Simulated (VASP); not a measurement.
# BAs (P6_3/mmc) in VASP: notebook, part 2 of 2

VASP 6.6.1. Earlier steps stand in the parts before.

## (4) Single point, r2SCAN

This run uses another cell than the first one, of 21.45 Å³/atom, 0.816 times its volume.

Contents of POSCAR:

```
BAs
1.0
    3.3658576842      0.0000000000      0.0000000000
   -1.6829288421      2.9149182600      0.0000000000
    0.0000000000      0.0000000000      8.7445888832
B As
2 2
Direct
    0.3333333333      0.6666666667      0.2500000000
    0.6666666667      0.3333333333      0.7500000000
    0.6666666667      0.3333333333      0.2500000000
    0.3333333333      0.6666666667      0.7500000000
```

Contents of INCAR.step1:

```
PREC = Accurate
ENCUT = 660
ISMEAR = 0
SIGMA = 0.01
LREAL = F
LASPH = T
NELM = 120
NBANDS = 26
GGA = PE
ALGO = Normal
EDIFF = 1E-5
LWAVE = T
LCHARG = F
GGA_COMPAT = F
```

Contents of INCAR.step2:

```
PREC = Accurate
ENCUT = 660
EDIFF = 1E-6
ISMEAR = 0
SIGMA = 0.01
LREAL = F
LASPH = T
NELM = 120
ALGO = Normal
ISIF = 2
LWAVE = F
LCHARG = F
METAGGA = R2SCAN
LMIXTAU = T
NBANDS = 26
ISTART = 1
GGA_COMPAT = F
```

Contents of KPOINTS:

```
Automatic mesh
0
Gamma
  9 9 4
```

Potentials or basis: VASP PAW PBE potentials, release 64 (B, As_d).

Run with:

```console
> cat potpaw_PBE.64/B/POTCAR potpaw_PBE.64/As_d/POTCAR > POTCAR
> cp INCAR.step1 INCAR
> mpirun -np 1 vasp_std > vasp.out
> cp INCAR.step2 INCAR
> mpirun -np 1 vasp_std > vasp.out
```

OUTCAR:

```text
PREC = Accurate
   ENCUT = 660
   EDIFF = 1E-6
   ISMEAR = 0
   LREAL = F
   LASPH = T
   NELM = 120
   ISIF = 2
   METAGGA = R2SCAN
   ISTART = 1

 ion  position               nearest neighbor table
   1  0.333  0.667  0.250-   3 1.94   3 1.94   3 1.94
   2  0.667  0.333  0.750-   4 1.94   4 1.94   4 1.94
   3  0.667  0.333  0.250-   1 1.94   1 1.94   1 1.94
   4  0.333  0.667  0.750-   2 1.94   2 1.94   2 1.94

  LATTYP: Found a hexagonal cell.
 ALAT       =     3.3658576842
 C/A-ratio  =     2.5980269232

  Lattice vectors:

 A1 = (   3.3658576842,   0.0000000000,   0.0000000000)
 A2 = (  -1.6829288421,   2.9149182600,   0.0000000000)
 A3 = (   0.0000000000,   0.0000000000,   8.7445888832)

Analysis of symmetry for initial positions (statically):
[... 10 lines left out ...]

The static configuration has the point symmetry D_3d.
 The point group associated with its full space group is D_6h.

Analysis of symmetry for dynamics (positions and initial velocities):
[... 10 lines left out ...]

The dynamic configuration has the point symmetry D_3d.
 The point group associated with its full space group is D_6h.

 Subroutine INISYM returns: Found 24 space group operations
[... 5 lines left out ...]
                                     Primitive cell

  volume of cell :      85.7949

  direct lattice vectors                    reciprocal lattice vectors
     3.365857684  0.000000000  0.000000000     0.297101094  0.171531397  0.000000000
    -1.682928842  2.914918260  0.000000000     0.000000000  0.343062793  0.000000000
     0.000000000  0.000000000  8.744588883     0.000000000  0.000000000  0.114356434

  length of vectors
     3.365857684  3.365857684  8.744588883     0.343062793  0.343062793  0.114356434

  position of ions in fractional coordinates (direct lattice)
     0.333333333  0.666666667  0.250000000
     0.666666667  0.333333333  0.750000000
     0.666666667  0.333333333  0.250000000
     0.333333333  0.666666667  0.750000000

[... 86 lines left out ...]
   POTIM  = 0.5000    time-step for ionic-motion
   TEBEG  =    0.0;   TEEND  =   0.0 temperature during run
   PSTRESS=    0.0 pullay stress
   NELECT =      36.0000    total number of electrons
   NUPDOWN=      -1.0000    fix difference up-down
   EMIN   =  10.00;   EMAX   =-10.00  energy-range for DOS
   EFERMI =   0.00;   METHOD = LEGACY
   ISMEAR =     0;   SIGMA  =   0.01  broadening in eV -4-tet -1-fermi 0-gaus
   EFERMI_NEDOS =   21; number of points for ismear=-14 and -15
   IALGO  =     38    algorithm
   IMIX   =      4    mixing-type and parameters
     AMIX     =   0.40;   BMIX     =  1.00
     AMIX_MAG =   1.60;   BMIX_MAG =  1.00
  volume/ion in A,a.u.               =      21.45       144.74
  Fermi-wavevector in a.u.,A,eV,Ry     =   1.225618  2.316082 20.437851  1.502140
  Thomas-Fermi vector in A             =   2.360649
   LORBIT       =      0    0 simple, 1 ext, 2 COOP (PROOUT), +10 PAW based schemes
   METAGGA = R2SCAN    functional components
   LHFCALC =     F    Hartree Fock is set to
   AEXX    =    0.0000 exact exchange contribution
   IVDW    =     0    specifies the selected vdW correction
   LEPSILON=     F    determine dielectric tensor
   LRPA    =     F    only Hartree local field effects (RPA)
 non-spin polarized calculation
 Gauss-broadening in eV      SIGMA  =   0.01
  energy-cutoff  :      660.00
  volume of cell :       85.79
 maximum number of plane-waves:      3324
   NGX = 15   NGY = 15   NGZ = 37

 number of electron      36.0000000 magnetization

 Free energy of the ion-electron system (eV)
  ---------------------------------------------------
  ext. energy  EPLUGINS =         0.00000000
  ---------------------------------------------------
  free energy    TOTEN  =       -42.95137906 eV

  energy without entropy =      -42.95137906  energy(sigma->0) =      -42.95137906

 E-fermi :   0.8610     XC(G=0):  -9.1930

 val. band max:        0.7897086364   @ k =   0.3333   0.3333   0.5000
 cond. band min:       1.7618453833   @ k =   0.3333   0.3333   0.5000
 fundamental gap:      0.9721367469
 Fermi energy:         0.8610040426

 k-point     1 :       0.0000    0.0000    0.0000
  band No.  band energies     occupation
      1     -35.4533      2.00000
      2     -35.4533      2.00000
      3     -35.4533      2.00000
      4     -35.4533      2.00000
      5     -35.4455      2.00000
      6     -35.4455      2.00000
[... 685 lines left out ...]
     25      10.1968      0.00000
     26      10.8266      0.00000

 [... further k-points ...]
[... 5 lines left out ...]
  --------------------------------------------------------------------------------------
  -------------------------------------------------------------------------------------
  Total        0.1051732      0.1051732     -0.0414823      0.0000000      0.0000000      0.0000000
  in kB        1.9640566      1.9640566     -0.7746616      0.0000000      0.0000000      0.0000000
  external PRESSURE =       1.0511505 kB  Pullay stress =       0.0000000 kB

 VOLUME and BASIS-vectors are now :
 -----------------------------------------------------------------------------
  energy-cutoff  :      660.00
  volume of cell :       85.79
      direct lattice vectors                 reciprocal lattice vectors
     3.365857684  0.000000000  0.000000000     0.297101094  0.171531397  0.000000000
    -1.682928842  2.914918260  0.000000000     0.000000000  0.343062793  0.000000000
     0.000000000  0.000000000  8.744588883     0.000000000  0.000000000  0.114356434

 POSITION                                       TOTAL-FORCE (eV/Angst)
 -----------------------------------------------------------------------------------
     -0.00000      1.94328      2.18615         0.000000     -0.000000      0.000000
      1.68293      0.97164      6.55844        -0.000000      0.000000      0.000000
      1.68293      0.97164      2.18615         0.000000      0.000000      0.000000
     -0.00000      1.94328      6.55844        -0.000000      0.000000      0.000000
 -----------------------------------------------------------------------------------
    total drift:                                0.000000     -0.000000      0.000000

  FREE ENERGIE OF THE ION-ELECTRON SYSTEM (eV)
  ---------------------------------------------------
  free  energy   TOTEN  =       -42.9513790641 eV

  energy  without entropy=      -42.9513790641  energy(sigma->0) =      -42.95137906
```

Run time: 2.9 min. Hardware: 1 thread of Intel Xeon 6975P-C (Granite Rapids), shared host; peak memory 0.31 GiB.

Results:

- Free energy: -42.9514 eV
- Pressure: 0.1 GPa
- Band gap on the k mesh: 0.97 eV, direct

Stress tensor (GPa, compression positive):
```
 0.20  0.00  0.00
 0.00  0.20  0.00
 0.00  0.00 -0.08
```

Levels at points of the mesh, in eV from the valence-band top:
```
           k point  band 15  band 16  band 17  band 18  band 19  band 20  band 21  band 22
(0.00, 0.00, 0.00)    -1.53    -1.53    -1.49    -1.49     3.61     4.30     4.56     5.18
(0.00, 0.00, 0.50)    -1.51    -1.51    -1.51    -1.51     4.36     4.36     5.22     5.22
```

Caveat: the PAW data sets were made with another functional, which shifts forces and pressure a little. A k mesh can miss the band edges.

## (5) Single point, PBE (volume changed by -3%)

Contents of INCAR:

```
SYSTEM = BAs
ALGO = Normal
EDIFF = 1E-6
ENCUT = 600
GGA = PE
GGA_COMPAT = .FALSE.
ISIF = 2
ISMEAR = 0
LASPH = .TRUE.
LCHARG = .TRUE.
LELF = .TRUE.
LREAL = .FALSE.
LVHAR = .TRUE.
LWAVE = .FALSE.
NBANDS = 26
NELM = 120
PREC = Accurate
SIGMA = 0.01
```

Contents of KPOINTS:

```
k-points
0
G
  9 9 2
  0 0 0
```

Contents of POSCAR:

```
BAs
1.0
    3.3501577584      0.0000000000      0.0000000000
   -1.6750788792      2.9013217255      0.0000000000
    0.0000000000      0.0000000000      9.8951685745
B As
2 2
Direct
    0.3333333333      0.6666666667      0.2500000000
    0.6666666667      0.3333333333      0.7500000000
    0.6666666667      0.3333333333      0.2500000000
    0.3333333333      0.6666666667      0.7500000000
```

Run with:

```console
> cat potpaw_PBE.64/B/POTCAR potpaw_PBE.64/As_d/POTCAR > POTCAR
> mpirun -np 1 vasp_std > vasp.out
```

Wall time 74 s (1 thread of Intel Xeon Platinum 8488C (Sapphire Rapids), shared host); peak memory 0.26 GiB.

It converged, with:

```yaml
Free_energy: -21.3797 eV
Pressure: 2.1 GPa
Band_gap_on_the_k_mesh: 0.74 eV, direct
```

Stress tensor (GPa, compression positive):
```
3.19 0.00 0.00
0.00 3.19 0.00
0.00 0.00 0.01
```

Levels at points of the mesh, in eV from the valence-band top:
```csv
k point,band 14,band 15,band 16,band 17,band 18,band 19,band 20,band 21,band 22,band 23
"(0.00, 0.00, 0.00)",-3.76,-1.50,-1.50,-1.50,-1.50,3.12,4.10,4.18,4.93,4.93
"(0.00, 0.00, 0.50)",-4.05,-1.50,-1.50,-1.50,-1.50,4.06,4.06,4.39,4.39,4.94
```

Caveat: the cell differs from its parent crystal (volume changed by -3%); this functional lacks dispersion, which binds the layers, so the pressure and a relaxed spacing across them are unreliable. A k mesh can miss the band edges.

## (6) Overview

```csv
level,cell,k mesh,cutoff (eV),gap on the mesh (eV),pressure (GPa)
PBE,"a = 3.451, b = 3.451, c = 10.192 Å, angles 90.0, 90.0, 120.0°, 4 atoms",9 × 9 × 2,600,0.79,-3.8
PBE,"a = 3.366, b = 3.366, c = 8.745 Å, angles 90.0, 90.0, 120.0°, 4 atoms",12 × 12 × 4,600,0.73,1.4
r2SCAN,"a = 3.366, b = 3.366, c = 8.745 Å, angles 90.0, 90.0, 120.0°, 4 atoms",9 × 9 × 4,660,0.97,0.1
PBE,"a = 3.350, b = 3.350, c = 9.895 Å, angles 90.0, 90.0, 120.0°, 4 atoms",9 × 9 × 2,600,0.74,2.1
```

Alike in all rows: task single point; potentials or basis VASP PAW PBE potentials, release 64 (B, As_d); no spin polarisation; smearing gaussian 0.01 eV.

Caveats: this functional lacks dispersion, which binds the layers, so the pressure and a relaxed spacing across them are unreliable (some runs); the PAW data sets were made with another functional, which shifts forces and pressure a little (some runs).

Absolute energies hang on the potentials; compare differences alone.
